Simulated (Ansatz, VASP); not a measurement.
**Ge in VASP and in Ansatz**

```xyz
2
Lattice="0.0000 2.8947 2.8947 2.8947 0.0000 2.8947 2.8947 2.8947 0.0000" Properties=species:S:1:pos:R:3 pbc="T T T"
Ge    0.0000    0.0000    0.0000
Ge    1.4473    1.4473    1.4473
```

Alike in both runs: task relaxation of cell and atoms; functional PBE; k mesh 11 × 11 × 11; occupations fermi-dirac, width 0.05 eV; no spin polarisation.

```csv
,VASP,Ansatz
version,VASP 6.6.1,Ansatz 0.2.0
potentials or method,"VASP PAW PBE potentials, release 64 (Ge_d)","PAW with Ansatz's default frozen-core files, scalar-relativistic"
plane-wave cutoff (eV),600,420
valence electrons in the cell,28,28
```

|  | VASP | Ansatz | Ansatz less VASP |
| --- | --- | --- | --- |
| relaxed volume (Å³/atom) | 23.89 | 23.91 | +0.014 |
| relaxed cell length with the largest relative difference (Å) | 4.073 | 4.074 | +0.0008 |
